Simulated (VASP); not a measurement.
# TiO2 (P4_2/mnm) in VASP: further runs

Runs on TiO2. Level: LDA. Tasks: single point, relaxation of cell and atoms.

Everything below comes from runs of VASP 6.6.1. Logs are shortened: lines on timing, memory, paths and dates and some standing lists are left out, and cuts for length are marked.

### Step 1. The cell of the first run

Symmetry: P4_2/mnm, No. 136, tetragonal system. The conventional cell has a = 4.548 Å, b = 4.548 Å, c = 2.917 Å, α = 90.00°, β = 90.00°, γ = 90.00°. Within 2.6 Å of Ti (site symmetry mmm) lie 6 O at 1.93 to 1.96 Å. O (site symmetry m2m) has 3 Ti at 1.93 to 1.96 Å and 1 O at 2.52 Å within 2.6 Å.

### Step 2. Single point, LDA

INCAR reads:

```
SYSTEM = TiO2
ALGO = Normal
EDIFF = 1E-6
ENCUT = 520
GGA = CA
ISIF = 2
ISMEAR = 0
LASPH = .TRUE.
LCHARG = .FALSE.
LREAL = .FALSE.
LWAVE = .FALSE.
NBANDS = 33
NELM = 80
PREC = Accurate
SIGMA = 0.02
```

KPOINTS reads:

```
k-points
0
G
  6 6 10
  0 0 0
```

POSCAR reads:

```
TiO2
1.0
    4.5481518712      0.0000000000      0.0000000000
    0.0000000000      4.5481518712      0.0000000000
    0.0000000000      0.0000000000      2.9171324494
Ti O
2 4
Direct
    0.5000000000      0.5000000000      0.0000000000
    0.0000000000      0.0000000000      0.5000000000
    0.6960303847      0.6960303847      0.5000000000
    0.8039696153      0.1960303847      0.0000000000
    0.1960303847      0.8039696153      0.0000000000
    0.3039696153      0.3039696153      0.5000000000
```

Potentials or basis: VASP PAW LDA potentials, release 64 (Ti_sv, O).

Command:

```bash
> cat potpaw_LDA.64/Ti_sv/POTCAR potpaw_LDA.64/O/POTCAR > POTCAR
> mpirun -np 1 vasp_std > vasp.out
```

OUTCAR:

```text
SYSTEM = TiO2
   EDIFF = 1E-6
   ENCUT = 520
   GGA = CA
   ISIF = 2
   ISMEAR = 0
   LASPH = .TRUE.
   LREAL = .FALSE.
   NELM = 80
   PREC = Accurate

 ion  position               nearest neighbor table
   1  0.500  0.500  0.000-   3 1.93   6 1.93   3 1.93   6 1.93   5 1.96   4 1.96
   2  0.000  0.000  0.500-   4 1.93   5 1.93   4 1.93   5 1.93   3 1.96   6 1.96
   3  0.696  0.696  0.500-   1 1.93   1 1.93   2 1.96
   4  0.804  0.196  0.000-   2 1.93   2 1.93   1 1.96
   5  0.196  0.804  0.000-   2 1.93   2 1.93   1 1.96
   6  0.304  0.304  0.500-   1 1.93   1 1.93   2 1.96

  LATTYP: Found a simple tetragonal cell.
 ALAT       =     4.5481518712
 C/A-ratio  =     0.6413885314

  Lattice vectors:

 A1 = (   4.5481518712,   0.0000000000,   0.0000000000)
 A2 = (   0.0000000000,   4.5481518712,   0.0000000000)
 A3 = (   0.0000000000,   0.0000000000,   2.9171324494)

Analysis of symmetry for initial positions (statically):
=====================================================================
 Subroutine PRICEL returns:
 Original cell was already a primitive cell.

 Routine SETGRP: Setting up the symmetry group for a
 simple tetragonal supercell.

 Subroutine GETGRP returns: Found 16 space group operations
 (whereof  8 operations were pure point group operations)
 out of a pool of 16 trial point group operations.

The static configuration has the point symmetry D_2h.
 The point group associated with its full space group is D_4h.

Analysis of symmetry for dynamics (positions and initial velocities):
=====================================================================
 Subroutine PRICEL returns:
 Original cell was already a primitive cell.

 Routine SETGRP: Setting up the symmetry group for a
 simple tetragonal supercell.

 Subroutine GETGRP returns: Found 16 space group operations
 (whereof  8 operations were pure point group operations)
 out of a pool of 16 trial point group operations.

The dynamic configuration has the point symmetry D_2h.
 The point group associated with its full space group is D_4h.

 Subroutine INISYM returns: Found 16 space group operations
 (whereof  8 operations are pure point group operations),
 and found     1 'primitive' translations

----------------------------------------------------------------------------------------

                                     Primitive cell

  volume of cell :      60.3429

  direct lattice vectors                    reciprocal lattice vectors
     4.548151871  0.000000000  0.000000000     0.219869527  0.000000000  0.000000000
     0.000000000  4.548151871  0.000000000     0.000000000  0.219869527  0.000000000
     0.000000000  0.000000000  2.917132449     0.000000000  0.000000000  0.342802398

  length of vectors
     4.548151871  4.548151871  2.917132449     0.219869527  0.219869527  0.342802398

  position of ions in fractional coordinates (direct lattice)
     0.500000000  0.500000000  0.000000000
     0.000000000  0.000000000  0.500000000
     0.696030385  0.696030385  0.500000000
     0.803969615  0.196030385  0.000000000
     0.196030385  0.803969615  0.000000000
     0.303969615  0.303969615  0.500000000

  ion indices of the primitive-cell ions
   primitive index   ion index
                 1           1
                 2           2
                 3           3
                 4           4
                 5           5
                 6           6

----------------------------------------------------------------------------------------

 KPOINTS: k-points

Automatic generation of k-mesh.
 Grid dimensions read from file:
 generate k-points for:    6    6   10

 Generating k-lattice:

  Cartesian coordinates                     Fractional coordinates (reciprocal lattice)
     0.036644921  0.000000000  0.000000000     0.166666667  0.000000000  0.000000000
     0.000000000  0.036644921  0.000000000     0.000000000  0.166666667  0.000000000
     0.000000000  0.000000000  0.034280240     0.000000000  0.000000000  0.100000000

  Length of vectors
     0.036644921  0.036644921  0.034280240

  Shift w.r.t. Gamma in fractional coordinates (k-lattice)
     0.000000000  0.000000000  0.000000000

 Subroutine IBZKPT returns following result:
 ===========================================

 Found     60 irreducible k-points:

 Following reciprocal coordinates:
            Coordinates               Weight
  0.000000  0.000000  0.000000      1.000000
  0.166667  0.000000  0.000000      4.000000
  0.333333  0.000000  0.000000      4.000000
  0.500000  0.000000  0.000000      2.000000
  0.166667  0.166667  0.000000      4.000000
  0.333333  0.166667  0.000000      8.000000
[... 16 lines left out ...]
  0.333333  0.000000  0.200000      8.000000
  0.500000  0.000000  0.200000      4.000000
 [... further k-points ...]
   k-points           NKPTS =     60   k-points in BZ     NKDIM =     60   number of bands    NBANDS=     33
   number of dos      NEDOS =    301   number of ions     NIONS =      6
   total plane-waves  NPLWV =  31104
   dimension x,y,z NGX =    36 NGY =   36 NGZ =   24
   dimension x,y,z NGXF=    72 NGYF=   72 NGZF=   48
   ions per type =               2   4
   NGX,Y,Z   is equivalent  to a cutoff of  13.16, 13.16, 13.68 a.u.
   NGXF,Y,Z  is equivalent  to a cutoff of  26.32, 26.32, 27.35 a.u.
 SYSTEM =  TiO2
   PREC   = accura    normal or accurate (medium, high low for compatibility)
   ISTART =      0    job   : 0-new  1-cont  2-samecut
   ICHARG =      2    charge: 1-file 2-atom 10-const
   ISPIN  =      1    spin polarized calculation?
   LNONCOLLINEAR =      F non collinear calculations
   LSORBIT =      F    spin-orbit coupling
   LASPH  =      T    aspherical Exc in radial PAW
   ENCUT  =  520.0 eV  38.22 Ry    6.18 a.u.   8.46  8.46  5.42*2*pi/ulx,y,z
   NELM   =     80;   NELMIN=  2; NELMDL= -5     # of ELM steps
   EDIFF  = 0.1E-05   stopping-criterion for ELM
   LREAL  =      F    real-space projection
   EDIFFG = 0.1E-04   stopping-criterion for IOM
   NSW    =      0    number of steps for IOM
   IBRION =     -1    ionic relax: 0-MD 1-quasi-New 2-CG
   NFREE  =      0    steps in history (QN), initial steepest desc. (CG)
   ISIF   =      2    stress and relaxation
   ISYM   =      2    0-nonsym 1-usesym 2-fastsym
   POTIM  = 0.5000    time-step for ionic-motion
   TEBEG  =    0.0;   TEEND  =   0.0 temperature during run
   PSTRESS=    0.0 pullay stress
   NELECT =      48.0000    total number of electrons
   NUPDOWN=      -1.0000    fix difference up-down
   EMIN   =  10.00;   EMAX   =-10.00  energy-range for DOS
   EFERMI =   0.00;   METHOD = LEGACY
   ISMEAR =     0;   SIGMA  =   0.02  broadening in eV -4-tet -1-fermi 0-gaus
   EFERMI_NEDOS =   21; number of points for ismear=-14 and -15
   IALGO  =     38    algorithm
   IMIX   =      4    mixing-type and parameters
     AMIX     =   0.40;   BMIX     =  1.00
     AMIX_MAG =   1.60;   BMIX_MAG =  1.00
  volume/ion in A,a.u.               =      10.06        67.87
  Fermi-wavevector in a.u.,A,eV,Ry     =   1.516864  2.866457 31.305311  2.300875
  Thomas-Fermi vector in A             =   2.626196
   LORBIT       =      0    0 simple, 1 ext, 2 COOP (PROOUT), +10 PAW based schemes
   GGA     = CA    functional components
   LHFCALC =     F    Hartree Fock is set to
   AEXX    =    0.0000 exact exchange contribution
   IVDW    =     0    specifies the selected vdW correction
   LEPSILON=     F    determine dielectric tensor
   LRPA    =     F    only Hartree local field effects (RPA)
 non-spin polarized calculation
 Gauss-broadening in eV      SIGMA  =   0.02
  energy-cutoff  :      520.00
  volume of cell :       60.34
 maximum number of plane-waves:      1640
 NGX is ok and might be reduce to    36
   NGX = 17   NGY = 17   NGZ = 11

 number of electron      48.0000007 magnetization

 Free energy of the ion-electron system (eV)
  ---------------------------------------------------
  ext. energy  EPLUGINS =         0.00000000
  ---------------------------------------------------
  free energy    TOTEN  =       -58.77737875 eV

  energy without entropy =      -58.77737875  energy(sigma->0) =      -58.77737875

 E-fermi :   5.1436     XC(G=0): -12.1723

 val. band max:        4.9195323991   @ k =   0.0000   0.0000   0.0000
 cond. band min:       6.7489061295   @ k =   0.0000   0.0000   0.0000
 fundamental gap:      1.8293737304
 Fermi energy:         5.1435527972

 k-point     1 :       0.0000    0.0000    0.0000
  band No.  band energies     occupation
      1     -51.1581      2.00000
      2     -51.1359      2.00000
      3     -27.9046      2.00000
      4     -27.9046      2.00000
      5     -27.7084      2.00000
      6     -27.7084      2.00000
[... 25 lines left out ...]
     32      11.8197      0.00000
     33      11.8382      0.00000

 k-point     2 :       0.1667    0.0000    0.0000
  band No.  band energies     occupation
      1     -51.1566      2.00000
      2     -51.1374      2.00000
      3     -27.8937      2.00000
      4     -27.8926      2.00000
      5     -27.7219      2.00000
      6     -27.7207      2.00000
[... 25 lines left out ...]
     32      11.7169      0.00000
     33      11.7388      0.00000

 k-point     3 :       0.3333    0.0000    0.0000
  band No.  band energies     occupation
      1     -51.1525      2.00000
      2     -51.1414      2.00000
      3     -27.8643      2.00000
      4     -27.8611      2.00000
      5     -27.7563      2.00000
      6     -27.7530      2.00000
[... 25 lines left out ...]
     32      11.5109      0.00000
     33      11.5531      0.00000

 k-point     4 :       0.5000    0.0000    0.0000
  band No.  band energies     occupation
      1     -51.1470      2.00000
      2     -51.1470      2.00000
      3     -27.8357      2.00000
      4     -27.8357      2.00000
      5     -27.7831      2.00000
      6     -27.7831      2.00000
[... 673 lines left out ...]
     32      11.1084      0.00000
     33      11.3153      0.00000

 k-point    23 :       0.3333    0.0000    0.2000
  band No.  band energies     occupation
      1     -51.1337      2.00000
      2     -51.1247      2.00000
      3     -27.8732      2.00000
      4     -27.8496      2.00000
      5     -27.8142      2.00000
      6     -27.7977      2.00000
[... 25 lines left out ...]
     32      10.7034      0.00000
     33      11.3126      0.00000

 k-point    24 :       0.5000    0.0000    0.2000
  band No.  band energies     occupation
      1     -51.1291      2.00000
      2     -51.1291      2.00000
      3     -27.8641      2.00000
      4     -27.8641      2.00000
      5     -27.7883      2.00000
      6     -27.7883      2.00000
[... 25 lines left out ...]
     32      10.5229      0.00000
     33      11.7273      0.00000

 [... further k-points ...]

------------------------ aborting loop because EDIFF is reached ----------------------------------------

  FORCE on cell =-STRESS in cart. coord.  units (eV):
  Direction    XX          YY          ZZ          XY          YZ          ZX
  --------------------------------------------------------------------------------------
  -------------------------------------------------------------------------------------
  Total        0.4162106      0.4162106      0.5959281      0.0000000      0.0000000      0.0000000
  in kB       11.0508997     11.0508997     15.8226201      0.0000000      0.0000000      0.0000000
  external PRESSURE =      12.6414732 kB  Pullay stress =       0.0000000 kB

 VOLUME and BASIS-vectors are now :
 -----------------------------------------------------------------------------
  energy-cutoff  :      520.00
  volume of cell :       60.34
      direct lattice vectors                 reciprocal lattice vectors
     4.548151871  0.000000000  0.000000000     0.219869527  0.000000000  0.000000000
     0.000000000  4.548151871  0.000000000     0.000000000  0.219869527  0.000000000
     0.000000000  0.000000000  2.917132449     0.000000000  0.000000000  0.342802398

 POSITION                                       TOTAL-FORCE (eV/Angst)
 -----------------------------------------------------------------------------------
      2.27408      2.27408      0.00000         0.000000      0.000000     -0.000000
      0.00000      0.00000      1.45857         0.000000      0.000000     -0.000000
      3.16565      3.16565      1.45857         0.027239      0.027239      0.000000
      3.65658      0.89158      0.00000        -0.027239      0.027239      0.000000
      0.89158      3.65658      0.00000         0.027239     -0.027239     -0.000000
      1.38250      1.38250      1.45857        -0.027239     -0.027239     -0.000000
 -----------------------------------------------------------------------------------
    total drift:                                0.000000      0.000000      0.000000

  FREE ENERGIE OF THE ION-ELECTRON SYSTEM (eV)
  ---------------------------------------------------
  free  energy   TOTEN  =       -58.7773787515 eV

  energy  without entropy=      -58.7773787515  energy(sigma->0) =      -58.77737875
```

It took 85 s on 1 thread of Intel Xeon Platinum 8488C (Sapphire Rapids), shared host; peak memory 0.21 GiB.

Results:

| Property | Result |
| --- | --- |
| Free energy | -58.7774 eV |
| Pressure | 1.3 GPa |
| Largest force | 0.039 eV/Å |
| Band gap on the k mesh | 1.83 eV |

Forces in eV/Å, atoms in the order of the input:
```
Ti   0.000  0.000  0.000
Ti   0.000  0.000  0.000
O    0.027  0.027  0.000
O   -0.027  0.027  0.000
O    0.027 -0.027  0.000
O   -0.027 -0.027  0.000
```

### Step 3. Relaxation of cell and atoms, LDA

INCAR reads:

```
SYSTEM = TiO2
PREC = Accurate
ENCUT = 600
EDIFF = 1E-7
ISMEAR = 0
SIGMA = 0.02
LREAL = .FALSE.
LASPH = .TRUE.
NELM = 60
ALGO = Normal
ISIF = 3
LWAVE = .FALSE.
LCHARG = .FALSE.
GGA = CA
IBRION = 2
NSW = 100
EDIFFG = -0.005
```

KPOINTS reads:

```
Automatic mesh
0
G
  6 6 10
  0 0 0
```

POSCAR reads:

```
TiO2
1.0
    4.5484653260      0.0000000000      0.0000000000
    0.0000000000      4.5484653260      0.0000000000
    0.0000000000      0.0000000000      2.9188689482
Ti O
2 4
Direct
    0.5000000000      0.5000000000      0.0000000000
    0.0000000000      0.0000000000      0.5000000000
    0.6959626575      0.6959626575      0.5000000000
    0.8040373425      0.1959626575      0.0000000000
    0.1959626575      0.8040373425      0.0000000000
    0.3040373425      0.3040373425      0.5000000000
```

Potentials or basis: VASP PAW LDA potentials, release 64 (Ti_sv, O).

Command:

```bash
> cat potpaw_LDA.64/Ti_sv/POTCAR potpaw_LDA.64/O/POTCAR > POTCAR
> mpirun -np 1 vasp_std > vasp.out
```

Wall time 3.4 min (1 thread of Intel Xeon Platinum 8488C (Sapphire Rapids), shared host); peak memory 0.22 GiB.

The run converged. Its results:

```
Free energy                           : -58.7879 eV
Relaxed volume                        : 10.09 Å³/atom
Relaxed cell                          : a = 4.552 Å, b = 4.552 Å, c = 2.922 Å, α = 90.00°, β = 90.00°, γ = 90.00°
Space group after relaxing (to 0.1 Å) : P4_2/mnm (No. 136)
Energy gained by relaxing             : 0.1 meV/atom
Ionic steps                           : 5
Pressure after relaxing               : 0.0 GPa
Band gap on the k mesh                : 1.82 eV
```

The path:
| step | energy change (eV) | largest force (eV/Å) | pressure (GPa) | volume (Å³) |
| --- | --- | --- | --- | --- |
| 1 | 0.0000 | 0.0413 | 0.82 | 60.39 |
| 2 | 0.0007 | 0.0404 | -1.26 | 60.84 |
| 3 | -0.0005 | 0.0084 | -0.02 | 60.56 |
| 4 | -0.0005 | 0.0090 | -0.01 | 60.56 |
| 5 | -0.0005 | 0.0016 | 0.00 | 60.55 |

Final structure:
```
Ti O
1.0
     4.55235    0.00000    0.00000
     0.00000    4.55235    0.00000
     0.00000    0.00000    2.92191
Ti O
2 4
Cartesian
  2.2762 2.2762 2.9219
  0.0000 0.0000 1.4610
  3.1691 3.1691 1.4610
  3.6594 0.8929 0.0000
  0.8929 3.6594 2.9219
  1.3833 1.3833 1.4610
```

Levels at points of the mesh, in eV from the valence-band top:
| k point | band 20 | band 21 | band 22 | band 23 | band 24 | band 25 | band 26 | band 27 | band 28 |
| --- | --- | --- | --- | --- | --- | --- | --- | --- | --- |
| (0.00, 0.00, 0.00) | -2.02 | -0.70 | -0.48 | -0.48 | 0.00 | 1.82 | 2.10 | 2.40 | 2.51 |
| (0.50, 0.00, 0.00) | -3.17 | -1.69 | -1.69 | -0.78 | -0.78 | 2.53 | 2.53 | 3.09 | 3.09 |
| (0.50, 0.50, 0.00) | -2.35 | -1.32 | -1.32 | -1.11 | -1.11 | 1.86 | 1.86 | 2.54 | 2.54 |
| (0.00, 0.00, 0.50) | -2.85 | -2.57 | -2.57 | -1.47 | -1.47 | 3.04 | 3.04 | 3.26 | 3.26 |
| (0.50, 0.00, 0.50) | -2.45 | -2.15 | -2.15 | -1.10 | -1.10 | 1.86 | 1.86 | 3.29 | 3.29 |
| (0.50, 0.50, 0.50) | -2.82 | -1.38 | -1.38 | -0.68 | -0.68 | 2.61 | 2.61 | 3.23 | 3.23 |
